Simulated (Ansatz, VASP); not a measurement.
# One calculation of MgSe, two programs

```xyz
2
Lattice="0.0000 2.7542 2.7542 2.7542 0.0000 2.7542 2.7542 2.7542 0.0000" Properties=species:S:1:pos:R:3 pbc="T T T"
Mg    0.0000    0.0000    0.0000
Se    2.7542    2.7542    2.7542
```

Alike in both runs: task single point; functional PBE; k mesh 6 × 6 × 6; no spin polarisation.

|  | VASP | Ansatz |
| --- | --- | --- |
| version | VASP 6.6.1 | Ansatz 0.2.0 |
| potentials or method | VASP PAW PBE potentials, release 64 (Mg, Se) | plane waves, PAW |
| plane-wave cutoff (eV) | 600 | 420 |
| occupations | gaussian, width 0.01 eV | fixed |
| valence electrons in the cell | 8 | 26 |

```csv
,VASP,Ansatz,Ansatz less VASP
gap on the k mesh at the Fermi level (eV),1.75,1.77,+0.023
pressure (GPa),-0.1,0.0,+0.12
```

VASP's potentials hold 8 valence electrons a cell and Ansatz's 26, so a difference there can come from the potentials and not from the codes.
